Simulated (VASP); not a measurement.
# Ag4BrCl3 (P1) in VASP: notebook

Aim: see how the results for Ag4BrCl3 move with the level of theory and the settings. Levels: revPBE, PBEsol, RPBE. Tasks: single point.

All numbers are computed with VASP 6.6.1; they aren't measurements. Logs are shortened: lines on timing, memory, paths and dates and some standing lists are left out, and cuts for length are marked.

## (1) The cell of the first run

The typed cell holds 16 atoms: a = 11.036 Å, b = 5.518 Å, c = 5.518 Å, α = 90.00°, β = 90.00°, γ = 90.00°.

## (2) Single point, revPBE

INCAR

```
SYSTEM = Ag4BrCl3
PREC = Accurate ; ENCUT = 520
EDIFF = 1E-7 ; ISMEAR = -1
SIGMA = 0.05 ; LREAL = Auto
LASPH = .TRUE. ; NELM = 100
ALGO = Normal ; ISIF = 2
LWAVE = .FALSE. ; LCHARG = .FALSE.
GGA = RE ; NBANDS = 86
```

KPOINTS

```
Automatic mesh
0
Gamma
  1 1 1
  0.5 0.5 0.5
```

POSCAR

```
Ag4BrCl3
1.0
   11.0362910000      0.0000000000      0.0000000000
    0.0000000000      5.5181450000      0.0000000000
    0.0000000000      0.0000000000      5.5181450000
Cl Br Ag
6 2 8
Direct
    0.2514270000      0.9980500000      0.0001720000
    0.7511420000      0.9975270000      0.0020930000
    0.9949070000      0.5024640000      0.9803120000
    0.9989120000      0.0078570000      0.5030760000
    0.2549360000      0.5004110000      0.5045130000
    0.7533860000      0.5113670000      0.4956080000
    0.5080440000      0.5000220000      0.9842870000
    0.4993890000      0.9966130000      0.5054010000
    0.0000960000      0.0029770000      0.9924560000
    0.5036500000      0.9932330000      0.9880300000
    0.2529770000      0.5000160000      0.9935270000
    0.7411850000      0.5039340000      0.9972720000
    0.2548160000      0.0035530000      0.4917820000
    0.7496220000      0.0044150000      0.4951970000
    0.0012880000      0.4900080000      0.4958850000
    0.5008070000      0.5026520000      0.4923080000
```

Potentials or basis: VASP PAW PBE potentials, release 64 (Cl, Br, Ag).

Launch:

```
> cat potpaw_PBE.64/Cl/POTCAR potpaw_PBE.64/Br/POTCAR potpaw_PBE.64/Ag/POTCAR > POTCAR
> mpirun -np 1 vasp_std > vasp.out
```

OUTCAR:

```text
SYSTEM = Ag4BrCl3
   PREC = Accurate
   ENCUT = 520
   EDIFF = 1E-7
   ISMEAR = -1
   LREAL = Auto
   LASPH = .TRUE.
   NELM = 100
   ISIF = 2
   GGA = RE

 ion  position               nearest neighbor table
   1  0.251  0.998  0.000-  13 2.71  11 2.75  11 2.77   9 2.77  10 2.78  13 2.81
   2  0.751  0.998  0.002-  14 2.72  12 2.73  10 2.73   9 2.75  12 2.80  14 2.80
   3  0.995  0.502  0.980-  15 2.67   9 2.76   9 2.76  12 2.80  15 2.85  11 2.85
   4  0.999  0.008  0.503-  15 2.66   9 2.70  14 2.75   9 2.82  13 2.83  15 2.86
   5  0.255  0.500  0.505-  11 2.70  16 2.71  13 2.74  13 2.78  15 2.80  11 2.82
   6  0.753  0.511  0.496-  14 2.72  15 2.74  12 2.75  12 2.77  16 2.79  14 2.80
[... 8 lines left out ...]
  15  0.001  0.490  0.496-   4 2.66   3 2.67   6 2.74   5 2.80   3 2.85   4 2.86
  16  0.501  0.503  0.492-   5 2.71   7 2.72   8 2.73   6 2.79   8 2.79   7 2.80

  LATTYP: Found a simple tetragonal cell.
 ALAT       =     5.5181450000
 C/A-ratio  =     2.0000001812

  Lattice vectors:

 A1 = (   0.0000000000,   5.5181450000,   0.0000000000)
 A2 = (   0.0000000000,   0.0000000000,   5.5181450000)
 A3 = (  11.0362910000,   0.0000000000,   0.0000000000)

Analysis of symmetry for initial positions (statically):
=====================================================================
 Subroutine PRICEL returns:
 Original cell was already a primitive cell.

 Routine SETGRP: Setting up the symmetry group for a
 simple tetragonal supercell.

 Subroutine GETGRP returns: Found  1 space group operations
 (whereof  1 operations were pure point group operations)
 out of a pool of 16 trial point group operations.

The static configuration has the point symmetry C_1 .

Analysis of symmetry for dynamics (positions and initial velocities):
=====================================================================
 Subroutine PRICEL returns:
 Original cell was already a primitive cell.

 Routine SETGRP: Setting up the symmetry group for a
 simple tetragonal supercell.

 Subroutine GETGRP returns: Found  1 space group operations
 (whereof  1 operations were pure point group operations)
 out of a pool of 16 trial point group operations.

The dynamic configuration has the point symmetry C_1 .

 Subroutine INISYM returns: Found  1 space group operations
 (whereof  1 operations are pure point group operations),
 and found     1 'primitive' translations

----------------------------------------------------------------------------------------

                                     Primitive cell

  volume of cell :     336.0542

  direct lattice vectors                    reciprocal lattice vectors
    11.036291000  0.000000000  0.000000000     0.090610152  0.000000000  0.000000000
     0.000000000  5.518145000  0.000000000     0.000000000  0.181220320  0.000000000
     0.000000000  0.000000000  5.518145000     0.000000000  0.000000000  0.181220320

  length of vectors
    11.036291000  5.518145000  5.518145000     0.090610152  0.181220320  0.181220320

  position of ions in fractional coordinates (direct lattice)
     0.251427000  0.998050000  0.000172000
     0.751142000  0.997527000  0.002093000
     0.994907000  0.502464000  0.980312000
     0.998912000  0.007857000  0.503076000
     0.254936000  0.500411000  0.504513000
     0.753386000  0.511367000  0.495608000
[... 8 lines left out ...]
     0.001288000  0.490008000  0.495885000
     0.500807000  0.502652000  0.492308000

  ion indices of the primitive-cell ions
   primitive index   ion index
                 1           1
                 2           2
                 3           3
                 4           4
                 5           5
                 6           6
[... 8 lines left out ...]
                15          15
                16          16

----------------------------------------------------------------------------------------

 KPOINTS: Automatic mesh

Automatic generation of k-mesh.
 Grid dimensions read from file:
 generate k-points for:    1    1    1

 Generating k-lattice:

  Cartesian coordinates                     Fractional coordinates (reciprocal lattice)
     0.090610152  0.000000000  0.000000000     1.000000000  0.000000000  0.000000000
     0.000000000  0.181220320  0.000000000     0.000000000  1.000000000  0.000000000
     0.000000000  0.000000000  0.181220320     0.000000000  0.000000000  1.000000000

  Length of vectors
     0.090610152  0.181220320  0.181220320

  Shift w.r.t. Gamma in fractional coordinates (k-lattice)
     0.500000000  0.500000000  0.500000000

 Subroutine IBZKPT returns following result:
 ===========================================

 Found      1 irreducible k-points:

 Following reciprocal coordinates:
            Coordinates               Weight
  0.500000  0.500000  0.500000      1.000000
   k-points           NKPTS =      1   k-points in BZ     NKDIM =      1   number of bands    NBANDS=     86
   number of dos      NEDOS =    301   number of ions     NIONS =     16
   total plane-waves  NPLWV = 148176
   dimension x,y,z NGX =    84 NGY =   42 NGZ =   42
   dimension x,y,z NGXF=   168 NGYF=   84 NGZF=   84
   ions per type =               6   2   8
   NGX,Y,Z   is equivalent  to a cutoff of  12.65, 12.65, 12.65 a.u.
   NGXF,Y,Z  is equivalent  to a cutoff of  25.31, 25.31, 25.31 a.u.
 SYSTEM =  Ag4BrCl3
   PREC   = accura    normal or accurate (medium, high low for compatibility)
   ISTART =      0    job   : 0-new  1-cont  2-samecut
   ICHARG =      2    charge: 1-file 2-atom 10-const
   ISPIN  =      1    spin polarized calculation?
   LNONCOLLINEAR =      F non collinear calculations
   LSORBIT =      F    spin-orbit coupling
   LASPH  =      T    aspherical Exc in radial PAW
   ENCUT  =  520.0 eV  38.22 Ry    6.18 a.u.  20.52 10.26 10.26*2*pi/ulx,y,z
   NELM   =    100;   NELMIN=  2; NELMDL= -5     # of ELM steps
   EDIFF  = 0.1E-06   stopping-criterion for ELM
   LREAL  =      T    real-space projection
   EDIFFG = 0.1E-05   stopping-criterion for IOM
   NSW    =      0    number of steps for IOM
   IBRION =     -1    ionic relax: 0-MD 1-quasi-New 2-CG
   NFREE  =      0    steps in history (QN), initial steepest desc. (CG)
   ISIF   =      2    stress and relaxation
   ISYM   =      2    0-nonsym 1-usesym 2-fastsym
   POTIM  = 0.5000    time-step for ionic-motion
   TEBEG  =    0.0;   TEEND  =   0.0 temperature during run
   PSTRESS=    0.0 pullay stress
   NELECT =     144.0000    total number of electrons
   NUPDOWN=      -1.0000    fix difference up-down
   EMIN   =  10.00;   EMAX   =-10.00  energy-range for DOS
   EFERMI =   0.00;   METHOD = LEGACY
   ISMEAR =    -1;   SIGMA  =   0.05  broadening in eV -4-tet -1-fermi 0-gaus
   EFERMI_NEDOS =   21; number of points for ismear=-14 and -15
   IALGO  =     38    algorithm
   IMIX   =      4    mixing-type and parameters
     AMIX     =   0.40;   BMIX     =  1.00
     AMIX_MAG =   1.60;   BMIX_MAG =  1.00
  volume/ion in A,a.u.               =      21.00       141.74
  Fermi-wavevector in a.u.,A,eV,Ry     =   1.234220  2.332337 20.725738  1.523299
  Thomas-Fermi vector in A             =   2.368919
   LORBIT       =      0    0 simple, 1 ext, 2 COOP (PROOUT), +10 PAW based schemes
   GGA     = RE    functional components
   LHFCALC =     F    Hartree Fock is set to
   AEXX    =    0.0000 exact exchange contribution
   IVDW    =     0    specifies the selected vdW correction
   LEPSILON=     F    determine dielectric tensor
   LRPA    =     F    only Hartree local field effects (RPA)
 non-spin polarized calculation
  energy-cutoff  :      520.00
  volume of cell :      336.05
 maximum number of plane-waves:      9048
 NGX is ok and might be reduce to    80
   NGX = 41   NGY = 21   NGZ = 21

 number of electron     143.9999986 magnetization

 Free energy of the ion-electron system (eV)
  ---------------------------------------------------
  ext. energy  EPLUGINS =         0.00000000
  ---------------------------------------------------
  free energy    TOTEN  =       -26.08342803 eV

  energy without entropy =      -26.08342803  energy(sigma->0) =      -26.08342803

 E-fermi :   6.1949     XC(G=0):  -9.8824

 val. band max:        4.9513489433   @ k =   0.5000   0.5000   0.5000
 cond. band min:       8.8827976283   @ k =   0.5000   0.5000   0.5000
 fundamental gap:      3.9314486850
 Fermi energy:         6.1948901429

 k-point     1 :       0.5000    0.5000    0.5000
  band No.  band energies     occupation
      1     -10.5879      2.00000
      2     -10.5161      2.00000
      3     -10.4539      2.00000
      4     -10.4203      2.00000
      5     -10.3337      2.00000
      6     -10.2995      2.00000
[... 76 lines left out ...]
     83      10.4870      0.00000
     84      10.5208      0.00000
 [bands above 84 left out]

------------------------ aborting loop because EDIFF is reached ----------------------------------------

  FORCE on cell =-STRESS in cart. coord.  units (eV):
  Direction    XX          YY          ZZ          XY          YZ          ZX
  --------------------------------------------------------------------------------------
  -------------------------------------------------------------------------------------
  Total       26.8209212     49.7641549     49.7926998      0.0128111      0.0046984      0.1264151
  in kB      127.8718394    237.2563560    237.3924471      0.0610783      0.0224000      0.6026987
  external PRESSURE =     200.8402142 kB  Pullay stress =       0.0000000 kB

 VOLUME and BASIS-vectors are now :
 -----------------------------------------------------------------------------
  energy-cutoff  :      520.00
  volume of cell :      336.05
      direct lattice vectors                 reciprocal lattice vectors
    11.036291000  0.000000000  0.000000000     0.090610152  0.000000000  0.000000000
     0.000000000  5.518145000  0.000000000     0.000000000  0.181220320  0.000000000
     0.000000000  0.000000000  5.518145000     0.000000000  0.000000000  0.181220320

 POSITION                                       TOTAL-FORCE (eV/Angst)
 -----------------------------------------------------------------------------------
      2.77482      5.50738      0.00095        -0.427002     -0.060517      0.212736
      8.28982      5.50450      0.01155         0.579543      0.098179      0.050038
     10.98008      2.77267      5.40950        -0.106525      0.304896      0.197259
     11.02428      0.04336      2.77605         0.114382     -0.073560     -0.208430
      2.81355      2.76134      2.78398        -0.323537      0.003757      0.047921
      8.31459      2.82180      2.73484         0.635052     -0.070223      0.010511
[... 8 lines left out ...]
      0.01421      2.70394      2.73637         0.275572     -0.124016     -0.259653
      5.52705      2.77371      2.71663        -0.161242     -0.031483     -0.520135
 -----------------------------------------------------------------------------------
    total drift:                               -0.001718     -0.008651      0.020791

  FREE ENERGIE OF THE ION-ELECTRON SYSTEM (eV)
  ---------------------------------------------------
  free  energy   TOTEN  =       -26.0834280313 eV

  energy  without entropy=      -26.0834280312  energy(sigma->0) =      -26.08342803
```

Wall time 45 s (1 thread of Intel Xeon 6975P-C (Granite Rapids), shared host); peak memory 0.37 GiB.

What came out:

| Quantity | Value |
| --- | --- |
| Free energy | -26.0834 eV |
| Pressure | 20.1 GPa |
| Largest force | 0.639 eV/Å |

Forces on the atoms (eV/Å):
```
Cl  -0.427 -0.061  0.213
Cl   0.580  0.098  0.050
Cl  -0.107  0.305  0.197
Cl   0.114 -0.074 -0.208
Cl  -0.324  0.004  0.048
Cl   0.635 -0.070  0.011
Br  -0.154 -0.273  0.458
Br  -0.187  0.273 -0.246
Ag   0.190 -0.130  0.311
Ag  -0.044  0.003  0.303
Ag  -0.259 -0.018 -0.065
Ag   0.076 -0.180 -0.075
Ag  -0.280  0.092 -0.236
Ag   0.072  0.186  0.020
Ag   0.276 -0.124 -0.260
Ag  -0.161 -0.031 -0.520
```

Levels at points of the mesh, in eV from the Fermi level:
| k point | band 69 | band 70 | band 71 | band 72 | band 73 | band 74 | band 75 | band 76 |
| --- | --- | --- | --- | --- | --- | --- | --- | --- |
| (0.50, 0.50, 0.50) | -1.54 | -1.53 | -1.26 | -1.24 | 2.69 | 2.70 | 2.78 | 2.83 |

Caveat: the k points lie up to 1.14 Å⁻¹ apart; the PAW data sets were made with another functional, which shifts forces and pressure a little.

(Part 1 of 2 ends here.)
